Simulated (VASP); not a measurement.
# Cr (P6_3/mmc) in VASP: a series of runs, part 2 of 2

VASP 6.6.1.

## Step 3: Single point, PBE, collinear spin, ferromagnetic start

INCAR reads:

```
PREC     = Accurate       # precision mode
ENCUT    = 520            # plane-wave cutoff, eV
EDIFF    = 1E-6           # SCF threshold, eV
ISMEAR   = -1             # smearing method
SIGMA    = 0.08           # smearing width, eV
LREAL    = False          # projectors in reciprocal space
LASPH    = True           # aspherical terms in the spheres
NELM     = 150            # most SCF steps
ALGO     = Normal         # electronic algorithm
ISIF     = 2              # what is computed and relaxed
LWAVE    = False          # write WAVECAR
LCHARG   = True           # write CHGCAR
ISPIN    = 2              # spin polarisation
MAGMOM   = 2 2            # initial moments
LORBIT   = 11             # projections on sites
LMAXMIX  = 4              # l up to which the mixer works
GGA      = PE             # functional
LELF     = True           # ELF
LVHAR    = True         
NBANDS   = 23             # bands
```

KPOINTS reads:

```
regular mesh
0
Gamma
  17 17 9
```

POSCAR reads:

```
Cr
1.0
    2.4848336115      0.0000000000      0.0000000000
   -1.2424168057      2.1519290317      0.0000000000
    0.0000000000      0.0000000000      4.4444402539
Cr
2
Direct
    0.3333333333      0.6666666667      0.2500000000
    0.6666666667      0.3333333333      0.7500000000
```

Potentials or basis: VASP PAW PBE potentials, release 64 (Cr_pv).

Started as:

```sh
cat potpaw_PBE.64/Cr_pv/POTCAR > POTCAR
mpirun -np 1 vasp_std > vasp.out
```

OUTCAR:

```text
PREC = Accurate
   ENCUT = 520
   EDIFF = 1E-6
   ISMEAR = -1
   LREAL = False
   LASPH = True
   NELM = 150
   ISIF = 2
   ISPIN = 2
   LORBIT = 11
   GGA = PE

 ion  position               nearest neighbor table
   1  0.333  0.667  0.250-   2 2.65   2 2.65   2 2.65   2 2.65   2 2.65   2 2.65
   2  0.667  0.333  0.750-   1 2.65   1 2.65   1 2.65   1 2.65   1 2.65   1 2.65

  LATTYP: Found a hexagonal cell.
 ALAT       =     2.4848336115
 C/A-ratio  =     1.7886269058

  Lattice vectors:

 A1 = (   2.4848336115,   0.0000000000,   0.0000000000)
 A2 = (  -1.2424168057,   2.1519290317,   0.0000000000)
 A3 = (   0.0000000000,   0.0000000000,   4.4444402539)

Analysis of symmetry for initial positions (statically):
=====================================================================
 Subroutine PRICEL returns:
 Original cell was already a primitive cell.

 Routine SETGRP: Setting up the symmetry group for a
 hexagonal supercell.

 Subroutine GETGRP returns: Found 24 space group operations
 (whereof 12 operations were pure point group operations)
[... 816 lines left out ...]

 spin component 2

 k-point     1 :       0.0000    0.0000    0.0000
  band No.  band energies     occupation
      1     -32.8405      1.00000
      2     -32.1702      1.00000
      3     -32.0106      1.00000
      4     -32.0106      1.00000
      5     -31.9466      1.00000
      6     -31.9466      1.00000
[... 613 lines left out ...]
     22      24.9450      0.00000
     23      25.5474      0.00000

 [... further k-points ...]
[... 5 lines left out ...]
  --------------------------------------------------------------------------------------
  -------------------------------------------------------------------------------------
  Total        0.0400069      0.0400069      0.0578292      0.0000000     -0.0000000      0.0000000
  in kB        2.6971409      2.6971409      3.8986617      0.0000000     -0.0000000      0.0000000
  external PRESSURE =       3.0976479 kB  Pullay stress =       0.0000000 kB

 VOLUME and BASIS-vectors are now :
 -----------------------------------------------------------------------------
  energy-cutoff  :      520.00
  volume of cell :       23.77
      direct lattice vectors                 reciprocal lattice vectors
     2.484833612  0.000000000  0.000000000     0.402441433  0.232349670  0.000000000
    -1.242416806  2.151929032  0.000000000     0.000000000  0.464699340  0.000000000
     0.000000000  0.000000000  4.444440254     0.000000000  0.000000000  0.225000212

 POSITION                                       TOTAL-FORCE (eV/Angst)
 -----------------------------------------------------------------------------------
     -0.00000      1.43462      1.11111        -0.000000      0.000000      0.000000
      1.24242      0.71731      3.33333         0.000000     -0.000000      0.000000
 -----------------------------------------------------------------------------------
    total drift:                                0.000000     -0.000000      0.000000

  FREE ENERGIE OF THE ION-ELECTRON SYSTEM (eV)
  ---------------------------------------------------
  free  energy   TOTEN  =       -18.2576730014 eV

  energy  without entropy=      -18.1917377276  energy(sigma->0) =      -18.22470536

 total charge

# of ion       s       p       d       tot
------------------------------------------
    1        0.442   6.372   4.213  11.028
    2        0.442   6.372   4.213  11.028
--------------------------------------------------
tot          0.884  12.745   8.427  22.055

 magnetization (x)

# of ion       s       p       d       tot
------------------------------------------
    1       -0.000   0.000  -0.000  -0.000
    2       -0.000   0.000  -0.000  -0.000
--------------------------------------------------
tot         -0.000   0.000  -0.000  -0.000
```

OSZICAR:

```text
N       E                     dE             d eps       ncg     rms          rms(c)
DAV:   1     0.242500811812E+03    0.24250E+03   -0.13839E+04 15307   0.132E+03
DAV:   2    -0.122765999708E+02   -0.25478E+03   -0.24578E+03 15488   0.380E+02
DAV:   3    -0.203039834714E+02   -0.80274E+01   -0.79662E+01 19268   0.788E+01
DAV:   4    -0.203740882685E+02   -0.70105E-01   -0.70019E-01 16072   0.754E+00
DAV:   5    -0.203749809109E+02   -0.89264E-03   -0.89263E-03 16139   0.802E-01    0.196E+01
DAV:   6    -0.181091123267E+02    0.22659E+01   -0.91973E+00 17182   0.342E+01    0.450E+00
DAV:   7    -0.182412332875E+02   -0.13212E+00   -0.27558E-01 16510   0.462E+00    0.306E+00
DAV:   8    -0.182537968024E+02   -0.12564E-01   -0.68099E-03 16552   0.835E-01    0.127E+00
DAV:   9    -0.182571409607E+02   -0.33442E-02   -0.67520E-03 16895   0.705E-01    0.282E-01
DAV:  10    -0.182576348906E+02   -0.49393E-03   -0.18790E-03 16188   0.356E-01    0.104E-01
DAV:  11    -0.182576698475E+02   -0.34957E-04   -0.60060E-05 17147   0.764E-02    0.382E-02
DAV:  12    -0.182576756053E+02   -0.57578E-05   -0.12156E-05 16538   0.274E-02    0.182E-02
DAV:  13    -0.182576739839E+02    0.16213E-05   -0.27833E-06 15433   0.150E-02    0.497E-03
DAV:  14    -0.182576730014E+02    0.98255E-06   -0.30579E-07  8178   0.540E-03
   1 F= -.18257673E+02 E0= -.18224705E+02  d E =-.659353E-01  mag=     0.0001
```

It took 3.7 min on 1 thread of Intel Xeon 8259CL, shared host; peak memory 0.24 GiB.

Results:

```
Free energy                                           : -18.2577 eV
Pressure                                              : 0.3 GPa
Band gap on the k mesh                                : zero (filled and empty bands overlap)
Net moment                                            : 0.00 μB per cell
Valence electrons inside the program's atomic spheres : Cr 11.03
```

Levels at points of the mesh, in eV from the Fermi level:
Spin up:
```tsv
k point	band 10	band 11	band 12	band 13	band 14	band 15
(0.00, 0.00, 0.00)	-0.35	-0.35	-0.25	-0.02	-0.02	1.07
```
Spin down:
```tsv
k point	band 9	band 10	band 11	band 12	band 13	band 14	band 15	band 16
(0.00, 0.00, 0.00)	-1.21	-0.35	-0.35	-0.25	-0.02	-0.02	1.07	1.07
```

Caveat: an empty level that is flat over the whole mesh can mark a ghost state of the potentials, or a narrow d or f band.
